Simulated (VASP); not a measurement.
Input of a VASP 6.6.1 run:

Contents of INCAR:

```
SYSTEM = Si64N
ALGO = Normal
EDIFF = 1E-7
EDIFFG = -0.03
ENCUT = 520
GGA = PS
GGA_COMPAT = .FALSE.
IBRION = 2
ISIF = 2
ISMEAR = -1
ISYM = -1
KPAR = 1
LASPH = .TRUE.
LCHARG = .FALSE.
LREAL = Auto
LWAVE = .FALSE.
NELECT = 260.0
NELM = 120
NELMIN = 4
NSW = 100
PREC = Accurate
SIGMA = 0.05
```

KPOINTS

```
explicit points
1
Reciprocal
  0.25000000   0.25000000   0.25000000 1
```

Contents of POSCAR:

```
Si64N
1.0
   10.8655790000      0.0000000000      0.0000000000
    0.0000000000     10.8655790000      0.0000000000
    0.0000000000      0.0000000000     10.8655790000
Si N
64 1
Direct
    0.0009100000      0.0041700000      0.0038650000
    0.9978300000      0.0003760000      0.4989540000
    0.9987460000      0.4998700000      0.9988570000
    0.0022100000      0.5013700000      0.4983630000
    0.4964150000      0.0025240000      0.0018260000
    0.5012010000      0.9976260000      0.5003470000
    0.5032860000      0.4973870000      0.0013350000
    0.5038620000      0.5000550000      0.5018320000
    0.1251760000      0.1255730000      0.1246450000
    0.1248270000      0.1231160000      0.6219340000
    0.1231030000      0.6241190000      0.1274470000
    0.1223720000      0.6263050000      0.6248630000
    0.6257350000      0.1240570000      0.1252300000
    0.6232810000      0.1280150000      0.6254510000
    0.6278460000      0.6271220000      0.1266810000
    0.6248530000      0.6259680000      0.6259010000
    0.2471910000      0.2504010000      0.9988680000
    0.2519690000      0.2516160000      0.5004500000
    0.2524270000      0.7511110000      0.0010880000
    0.2504640000      0.7516550000      0.4965300000
    0.7503510000      0.2465510000      0.9997690000
    0.7481780000      0.2486610000      0.5004670000
    0.7472670000      0.7488260000      0.0014870000
    0.7493040000      0.7531430000      0.4976610000
    0.3760160000      0.3745060000      0.1273920000
    0.3751500000      0.3758410000      0.6230600000
    0.3732600000      0.8761370000      0.1263950000
    0.3758350000      0.8774590000      0.6272490000
    0.8745420000      0.3740140000      0.1232260000
    0.8765020000      0.3770440000      0.6253370000
    0.8728930000      0.8772800000      0.1268430000
    0.8770540000      0.8733320000      0.6267460000
    0.2499120000      0.9998800000      0.2499710000
    0.2514330000      0.0019950000      0.7488530000
    0.2477260000      0.5005200000      0.2523830000
    0.2500900000      0.4991700000      0.7513040000
    0.7488660000      0.0004690000      0.2513130000
    0.7453070000      0.9975600000      0.7498240000
    0.7483260000      0.4961730000      0.2460140000
    0.7523060000      0.5013230000      0.7519180000
    0.3758170000      0.1232590000      0.3739820000
    0.3757700000      0.1267070000      0.8734390000
    0.3737120000      0.6252580000      0.3758830000
    0.3767640000      0.6227860000      0.8746130000
    0.8755150000      0.1235090000      0.3746230000
    0.8735660000      0.1256850000      0.8743780000
    0.8767430000      0.6242940000      0.3755190000
    0.8687540000      0.6267340000      0.8757440000
    0.0004740000      0.2530660000      0.2523460000
    0.9997720000      0.2482630000      0.7516290000
    0.9991800000      0.7465610000      0.2503470000
    0.0009360000      0.7521870000      0.7518840000
    0.5022220000      0.2499010000      0.2499030000
    0.5018870000      0.2502560000      0.7482500000
    0.5021020000      0.7495590000      0.2517290000
    0.4996790000      0.7520580000      0.7515790000
    0.1253060000      0.3736560000      0.3760620000
    0.1216820000      0.3760290000      0.8738550000
    0.1223340000      0.8744500000      0.3768940000
    0.1233860000      0.8750630000      0.8792870000
    0.6244270000      0.3767620000      0.3753710000
    0.6264970000      0.3732650000      0.8767610000
    0.6255090000      0.8746800000      0.3716910000
    0.6247980000      0.8751790000      0.8759320000
    0.8122060000      0.5593230000      0.5601610000
```

Potentials or basis: VASP PAW PBE potentials, release 64 (Si, N).

Run with:

```bash
$ cat potpaw_PBE.64/Si/POTCAR potpaw_PBE.64/N/POTCAR > POTCAR
$ mpirun -np 4 vasp_std > vasp.out
```

**Question.** Estimate the energy gained by relaxing.

**Answer.** 43.8 meV/atom.

Step by step:
```
step  energy change (eV)  largest force (eV/Å)  pressure (GPa)
   1              0.0000                1.5529           -1.10
   3             -0.5494                0.3319           -1.10
   5             -0.6368                0.6949           -1.06
   7             -0.8533                1.6994           -1.02
   9             -0.9925                1.7070           -0.91
  11             -1.0238                1.4358           -0.86
  13             -1.0111                2.4553           -0.60
  15             -1.1256                1.2548           -0.76
  17             -1.4359                0.8371           -0.79
  19             -1.5132                0.8553           -0.78
  21             -1.7539                0.8198           -0.77
  23             -1.9541                1.3474           -0.70
  25             -2.1302                1.2934           -0.71
  27             -2.1969                1.4866           -0.70
  29             -2.4683                1.1415           -0.60
  31             -2.5762                1.1658           -0.60
  33             -2.6902                0.6860           -0.63
  35             -2.7484                0.6727           -0.71
  37             -2.7894                0.3055           -0.68
  39             -2.8152                0.2193           -0.68
  41             -2.8271                0.2242           -0.69
  43             -2.8330                0.2074           -0.68
  45             -2.8385                0.1109           -0.68
  47             -2.8415                0.1618           -0.67
  49             -2.8432                0.0776           -0.67
  51             -2.8447                0.0530           -0.67
  53             -2.8455                0.0954           -0.67
  54             -2.8461                0.0200           -0.67
```

Caveat: the cell carries a net charge on a neutralising background, which shifts energy and pressure; the cell is charged against a uniform background, so pressure and absolute levels hang on convention; the PAW data sets were made with another functional, which shifts forces and pressure a little.
